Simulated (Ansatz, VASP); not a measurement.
# ScH3Br2: VASP beside Ansatz

File INCAR:

```
SYSTEM = ScH3Br2
ALGO = Normal
EDIFF = 1E-7
ENCUT = 520
GGA = PE
ISIF = 2
ISMEAR = 0
LASPH = .True.
LCHARG = .False.
LREAL = .False.
LWAVE = .False.
NBANDS = 23
NELM = 80
PREC = Accurate
SIGMA = 0.1
```

File KPOINTS:

```
k-points
0
Gamma
  3 3 6
  0 0 0
```

POSCAR

```
ScH3Br2
1.0
    5.9326011100      0.0000000000      0.0000000000
   -2.9663005600      5.1377832700      0.0000000000
    0.0000000000      0.0000000000      3.4549242400
Sc H Br
1 3 2
Direct
    0.0000000000      0.0000000000      0.0000000000
    0.5000000000      0.0000000000      0.5000000000
    0.5000000000      0.5000000000      0.5000000000
    0.0000000000      0.5000000000      0.5000000000
    0.3333333300      0.6666666700      0.0000000000
    0.6666666700      0.3333333300      0.0000000000
```

Input for Ansatz:

```yaml
crystal:
  lattice:
    - [5.93260111, 0.0, 0.0]
    - [-2.96630056, 5.13778327, 0.0]
    - [0.0, 0.0, 3.45492424]
  atoms:
    - { symbol: Sc, position: [0.0, 0.0, 0.0] }
    - { symbol: H, position: [0.5, 0.0, 0.5] }
    - { symbol: H, position: [0.5, 0.5, 0.5] }
    - { symbol: H, position: [0.0, 0.5, 0.5] }
    - { symbol: Br, position: [0.33333333, 0.66666667, 0.0] }
    - { symbol: Br, position: [0.66666667, 0.33333333, 0.0] }
basis:
  ecutwfc: 420
kpoints:
  mp_grid: { grid: [3, 3, 6] }
hamiltonian:
  xc: pbe
scf:
  occupations: { method: gaussian, width: 0.1 }
  lower_state_search: "off"
output:
  forces: true
  stress: true
  eigenvalues: true
```

Change from the starting cell: species swapped into the SmB2Rh3 type (P6/mmm, No. 191).

Alike in both runs: task single point; functional PBE; k mesh 3 × 3 × 6; occupations gaussian, width 0.1 eV; no spin polarisation.

|  | VASP | Ansatz |
| --- | --- | --- |
| version | VASP 6.6.1 | Ansatz 0.2.0 |
| potentials or method | VASP PAW PBE potentials, release 64 (Sc_sv, H, Br), cutoff 520 eV | scalar-relativistic, plane waves, PAW |
| valence electrons in the cell | 28 | 28 |

```tsv
	VASP	Ansatz	Ansatz less VASP
gap on the k mesh at the Fermi level (eV)	none	none	-
pressure (GPa)	-6.8	-6.8	+0.02
traceless stress, the component that is largest in VASP (GPa)	3.39	3.39	-0.004
```

A gap of «none» marks a metal or a gap that the smearing closes.

The k mesh is coarse, so the values compare programs but aren't converged.
